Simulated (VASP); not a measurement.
# TiO2 (P4_2/mnm) in VASP: G0W0 quasiparticle levels with PBE

Aim: the G0W0 quasiparticle levels of TiO2 with PBE.

Program: VASP 6.6.1. These are calculated values, not measurements. Logs are shortened: lines on timing, memory, paths and dates and some standing lists are left out, and cuts for length are marked.

### Step 1. The cell of the first run

Symmetry: P4_2/mnm, No. 136, tetragonal system. The conventional cell has a = 4.594 Å, b = 4.594 Å, c = 2.959 Å, α = 90.00°, β = 90.00°, γ = 90.00°. Ti (site symmetry mmm) has 6 O at 1.95 to 1.98 Å within 2.6 Å. O (site symmetry m2m) has 3 Ti at 1.95 to 1.98 Å and 1 O at 2.54 Å within 2.6 Å.

### Step 2. G0W0 quasiparticle levels, PBE

POSCAR

```
TiO2
1.0
    4.5940000000      0.0000000000      0.0000000000
    0.0000000000      4.5940000000      0.0000000000
    0.0000000000      0.0000000000      2.9590000000
Ti O
2 4
Direct
    0.0000000000      0.0000000000      0.0000000000
    0.5000000000      0.5000000000      0.5000000000
    0.3048000000      0.3048000000      0.0000000000
    0.6952000000      0.6952000000      0.0000000000
    0.8048000000      0.1952000000      0.5000000000
    0.1952000000      0.8048000000      0.5000000000
```

INCAR.step1

```
SYSTEM = TiO2
ALGO = Normal ; EDIFF = 1E-8
ENCUT = 500 ; GGA = PE
ISMEAR = 0 ; LASPH = .TRUE.
LCHARG = .FALSE. ; LREAL = .FALSE.
LWAVE = .TRUE. ; NELM = 80
PREC = Accurate ; SIGMA = 0.01
```

INCAR.step2

```
SYSTEM = TiO2
ALGO = Exact ; EDIFF = 1E-8
ENCUT = 500 ; GGA = PE
ISMEAR = 0 ; ISTART = 1
LASPH = .TRUE. ; LCHARG = .FALSE.
LOPTICS = .TRUE. ; LREAL = .FALSE.
LWAVE = .TRUE. ; NBANDS = 210
NELM = 1 ; PREC = Accurate
SIGMA = 0.01
```

INCAR.step3

```
SYSTEM = TiO2
ALGO = EVGW0 ; EDIFF = 1E-8
ENCUT = 500 ; ENCUTGW = 160.0
GGA = PE ; ISMEAR = 0
ISTART = 1 ; LASPH = .TRUE.
LCHARG = .FALSE. ; LREAL = .FALSE.
LWAVE = .FALSE. ; NBANDS = 210
NBANDSGW = 32 ; NELMGW = 1
NOMEGA = 96 ; OMEGAMAX = 20
PREC = Accurate ; PRECFOCK = Fast
SIGMA = 0.01
```

KPOINTS

```
k-points
0
G
  2 2 3
  0 0 0
```

Potentials or basis: VASP PAW PBE potentials, release 64 (Ti_sv_GW, O_GW).

Started as:

```console
$ cat potpaw_PBE.64/Ti_sv_GW/POTCAR potpaw_PBE.64/O_GW/POTCAR > POTCAR
$ cp INCAR.step1 INCAR
$ mpirun -np 1 vasp_std > vasp.out
$ cp INCAR.step2 INCAR
$ mpirun -np 1 vasp_std > vasp.out
$ cp INCAR.step3 INCAR
$ mpirun -np 1 vasp_std > vasp.out
```

OUTCAR:

```text
SYSTEM = TiO2
   EDIFF = 1E-8
   ENCUT = 500
   ENCUTGW = 160.0
   GGA = PE
   ISMEAR = 0
   ISTART = 1
   LASPH = .TRUE.
   LREAL = .FALSE.
   NELMGW = 1
   PREC = Accurate
   PRECFOCK = Fast

 ion  position               nearest neighbor table
   1  0.000  0.000  0.000-   5 1.95   6 1.95   5 1.95   6 1.95   3 1.98   4 1.98
   2  0.500  0.500  0.500-   3 1.95   4 1.95   3 1.95   4 1.95   5 1.98   6 1.98
   3  0.305  0.305  0.000-   2 1.95   2 1.95   1 1.98
   4  0.695  0.695  0.000-   2 1.95   2 1.95   1 1.98
   5  0.805  0.195  0.500-   1 1.95   1 1.95   2 1.98
   6  0.195  0.805  0.500-   1 1.95   1 1.95   2 1.98

  LATTYP: Found a simple tetragonal cell.
 ALAT       =     4.5940000000
 C/A-ratio  =     0.6441010013

  Lattice vectors:

 A1 = (   4.5940000000,   0.0000000000,   0.0000000000)
 A2 = (   0.0000000000,   4.5940000000,   0.0000000000)
 A3 = (   0.0000000000,   0.0000000000,   2.9590000000)

Analysis of symmetry for initial positions (statically):
=====================================================================
 Subroutine PRICEL returns:
 Original cell was already a primitive cell.

 Routine SETGRP: Setting up the symmetry group for a
 simple tetragonal supercell.

 Subroutine GETGRP returns: Found 16 space group operations
 (whereof  8 operations were pure point group operations)
 out of a pool of 16 trial point group operations.

The static configuration has the point symmetry D_2h.
 The point group associated with its full space group is D_4h.

Analysis of symmetry for dynamics (positions and initial velocities):
=====================================================================
 Subroutine PRICEL returns:
 Original cell was already a primitive cell.

 Routine SETGRP: Setting up the symmetry group for a
 simple tetragonal supercell.

 Subroutine GETGRP returns: Found 16 space group operations
 (whereof  8 operations were pure point group operations)
 out of a pool of 16 trial point group operations.

The dynamic configuration has the point symmetry D_2h.
 The point group associated with its full space group is D_4h.

 Subroutine INISYM returns: Found 16 space group operations
 (whereof  8 operations are pure point group operations),
 and found     1 'primitive' translations

----------------------------------------------------------------------------------------
[... 49 lines left out ...]
     0.000000000  0.000000000  0.000000000

 Subroutine IBZKPT returns following result:
 ===========================================

 Found      6 irreducible k-points:

 Following reciprocal coordinates:
            Coordinates               Weight
  0.000000  0.000000  0.000000      1.000000
  0.500000  0.000000  0.000000      2.000000
  0.500000  0.500000  0.000000      1.000000
  0.000000  0.000000  0.333333      2.000000
  0.500000  0.000000  0.333333      4.000000
  0.500000  0.500000  0.333333      2.000000
   k-points           NKPTS =      6   k-points in BZ     NKDIM =     12   number of bands    NBANDS=    210
   number of dos      NEDOS =    301   number of ions     NIONS =      6
   total plane-waves  NPLWV =  31104
   dimension x,y,z NGX =    36 NGY =   36 NGZ =   24
   dimension x,y,z NGXF=    72 NGYF=   72 NGZF=   48
   ions per type =               2   4
   NGX,Y,Z   is equivalent  to a cutoff of  13.03, 13.03, 13.48 a.u.
   NGXF,Y,Z  is equivalent  to a cutoff of  26.06, 26.06, 26.97 a.u.
 SYSTEM =  TiO2
   PREC   = accura    normal or accurate (medium, high low for compatibility)
   ISTART =      1    job   : 0-new  1-cont  2-samecut
   ICHARG =      0    charge: 1-file 2-atom 10-const
   ISPIN  =      1    spin polarized calculation?
   LNONCOLLINEAR =      F non collinear calculations
   LSORBIT =      F    spin-orbit coupling
   LASPH  =      T    aspherical Exc in radial PAW
   ENCUT  =  500.0 eV  36.75 Ry    6.06 a.u.   8.38  8.38  5.39*2*pi/ulx,y,z
   NELM   =     60;   NELMIN=  2; NELMDL=  0     # of ELM steps
   EDIFF  = 0.1E-07   stopping-criterion for ELM
   LREAL  =      F    real-space projection
   EDIFFG = 0.1E-06   stopping-criterion for IOM
   NSW    =      0    number of steps for IOM
   IBRION =     -1    ionic relax: 0-MD 1-quasi-New 2-CG
   NFREE  =      0    steps in history (QN), initial steepest desc. (CG)
   ISIF   =      0    stress and relaxation
   ISYM   =      3    0-nonsym 1-usesym 2-fastsym
   POTIM  = 0.5000    time-step for ionic-motion
   TEBEG  =    0.0;   TEEND  =   0.0 temperature during run
   PSTRESS=    0.0 pullay stress
   NELECT =      48.0000    total number of electrons
   NUPDOWN=      -1.0000    fix difference up-down
   EMIN   =  10.00;   EMAX   =-10.00  energy-range for DOS
   EFERMI =   0.00;   METHOD = LEGACY
   ISMEAR =     0;   SIGMA  =   0.01  broadening in eV -4-tet -1-fermi 0-gaus
   EFERMI_NEDOS =   21; number of points for ismear=-14 and -15
   IALGO  =     38    algorithm
   IMIX   =      4    mixing-type and parameters
     AMIX     =   0.40;   BMIX     =  1.00
     AMIX_MAG =   1.60;   BMIX_MAG =  1.00
  volume/ion in A,a.u.               =      10.41        70.24
  Fermi-wavevector in a.u.,A,eV,Ry     =   1.499614  2.833860 30.597370  2.248843
  Thomas-Fermi vector in A             =   2.611221
   LORBIT       =      0    0 simple, 1 ext, 2 COOP (PROOUT), +10 PAW based schemes
   GGA     = PE    functional components
   LHFCALC =     T    Hartree Fock is set to
   PRECFOCK=fast      Normal, Fast or Accurate (Low or Medium for compatibility)
   ENCUT4O =  -1.0   cutoff for four orbital integrals eV
   NKREDX  =     1    reduce k-point grid by
   NKREDY  =     1    reduce k-point grid by
   NKREDZ  =     1    reduce k-point grid by
   AEXX    =    1.0000 exact exchange contribution
   HFSCREEN=    0.0000 screening length (either q_TF or 0.3 A-1)
   HFSCREENC=   0.0000 screening length for correlation (either q_TF or 0.3 A-1)
   ENCUTFOCK=  -1.0 apply spherical cutoff to Coloumb kernel
   IVDW    =     0    specifies the selected vdW correction
   LEPSILON=     F    determine dielectric tensor
   LRPA    =     F    only Hartree local field effects (RPA)
   LRPAFORCE           =     F    calculate RPA forces
   ENCUTGW             = 160.0    cutoff for response function in eV
   ENCUTGWSOFT         = 128.0    soft cutoff for Coulomb kernel in GW response function in eV
   ENCUTLF             =  -1.0    cutoff for local field effects
   NELMGW              =     1    number of iterations in solving QP/BSE equation
   NELMHF              =     1    number of iterations in the inner HF iteration
   NKREDLFX            =     1    NKREDLFY  =   1   NKREDLFZ  =   1
 non-spin polarized calculation
 Gauss-broadening in eV      SIGMA  =   0.01
  energy-cutoff  :      500.00
  volume of cell :       62.45
 maximum number of plane-waves:      1612
 NGX is ok and might be reduce to    36
  NGX = 18; NGY = 18; NGZ = 12
   NGX = 17   NGY = 17   NGZ = 11
 maximum number of plane-waves:       294

 QP shifts <psi_nk| G(iteration)W_0 |psi_nk>: iteration 1
 for sc-GW calculations column KS-energies equals QP-energies in previous step
 and V_xc(KS)=  KS-energies - (<T + V_ion + V_H > + <T+V_H+V_ion>^1  + <V_x>^1)

 k-point   1 :       0.0000    0.0000    0.0000
  band No.  KS-energies  QP-energies   sigma(KS)   V_xc(KS)     V^pw_x(r,r')   Z            occupation Imag(sigma)

      1     -52.0788     -52.9337     -26.3889     -24.9376     -41.6805       0.5890       2.0000       1.3498
      2     -52.0616     -52.8971     -26.3636     -24.9558     -41.6867       0.5935       2.0000       1.3624
      3     -28.3957     -28.9901     -24.9385     -23.9638     -34.5836       0.6098       2.0000       0.5579
      4     -28.3957     -28.9901     -24.9385     -23.9638     -34.5836       0.6098       2.0000       0.5579
      5     -28.2302     -28.8444     -25.1582     -24.1535     -34.6221       0.6113       2.0000       0.4757
      6     -28.2302     -28.8444     -25.1582     -24.1535     -34.6221       0.6113       2.0000       0.4757
[... 204 lines left out ...]
     31      10.7876      12.2514     -20.3215     -22.4847     -13.9272       0.6767       0.0000      -0.1571
     32      10.7876      12.2514     -20.3215     -22.4847     -13.9272       0.6767       0.0000      -0.1571
```

OUTCAR.step2:

```text
SYSTEM = TiO2
   EDIFF = 1E-8
   ENCUT = 500
   GGA = PE
[... 789 lines left out ...]
  --------------------------------------------------------------------------------------------------------------
     0.00000     8.66630     8.66630     9.69495     0.00000     0.00000     0.00000
     2.00416    12.30428    12.30428    13.10705     0.00000     0.00000     0.00000
     4.00833     3.67530     3.67530     7.76556     0.00000     0.00000     0.00000
     6.01249     2.63731     2.63731     5.93911     0.00000     0.00000     0.00000
     8.01665     0.85268     0.85268    -5.99250     0.00000     0.00000     0.00000
    10.02082     0.28591     0.28591    -2.49040    -0.00000     0.00000     0.00000
[... 92 lines left out ...]
   196.40803     0.97512     0.97512     0.97511    -0.00000     0.00000     0.00000
   198.41219     0.97567     0.97567     0.97566    -0.00000     0.00000     0.00000
```

It took 2.6 min on 1 thread of Intel Xeon 6975P-C (Granite Rapids), shared host; peak memory 0.62 GiB.

What came out:

| Item | Value |
| --- | --- |
| Quasiparticle gap | 3.26 eV |
| Least direct quasiparticle gap | 3.26 eV |
| Band gap of the starting levels on the mesh | 1.84 eV |
| Least direct gap of the starting levels on the mesh | 1.84 eV |

Caveat: the k points lie up to 0.71 Å⁻¹ apart; bands, screening cutoff and mesh are small and nothing is extrapolated, so the quasiparticle values aren't converged.
